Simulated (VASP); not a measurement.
Write the native input for VASP 6.6.1 that does the following.

* Task: single point
* Functional: PBEsol
* Potentials or basis: VASP PAW PBE potentials, release 64 (Sb)
* Cutoff: 520 eV
* k mesh: 9 × 9 × 5
* Occupations: fermi-dirac, width 0.05 eV
* Spin: no spin polarisation
* Dipole correction: no
* Further INCAR settings: ALGO = Normal; EDIFF = 1e-06; NBANDS = 12

The structure of Sb lies in POSCAR:

```
Sb
1.0
    3.2061496800      0.0000000000      0.0000000000
   -1.6030748400      2.7766070713      0.0000000000
    0.0000000000      0.0000000000      5.2184535206
Sb
2
Direct
    0.6666666667      0.3333333333      0.7500000000
    0.3333333333      0.6666666667      0.2500000000
```

The input as run:

INCAR

```
SYSTEM = Sb
PREC = Accurate
ENCUT = 520
EDIFF = 1E-6
ISMEAR = -1
SIGMA = 0.05
LREAL = .False.
LASPH = .True.
NELM = 80
ALGO = Normal
ISIF = 2
LWAVE = .False.
LCHARG = .False.
GGA = PS
NBANDS = 12
```

KPOINTS

```
regular mesh
0
Gamma
  9 9 5
  0 0 0
```

Potentials or basis: VASP PAW PBE potentials, release 64 (Sb).

Launch:

```bash
$ cat potpaw_PBE.64/Sb/POTCAR > POTCAR
$ mpirun -np 1 vasp_std > vasp.out
```

It gave:

```
Pressure               : 10.1 GPa
Band gap on the k mesh : zero (band 5 reaches 15.37 eV, above the bottom of band 6 at 7.14 eV)
```

Caveat: the PAW data sets were made with another functional, which shifts forces and pressure a little; spin-orbit coupling is left out, which moves the levels of the heavy elements.

Run time: 6.3 s on 1 thread of Intel Xeon 6975P-C, with other jobs on the host, peak memory 0.16 GiB.
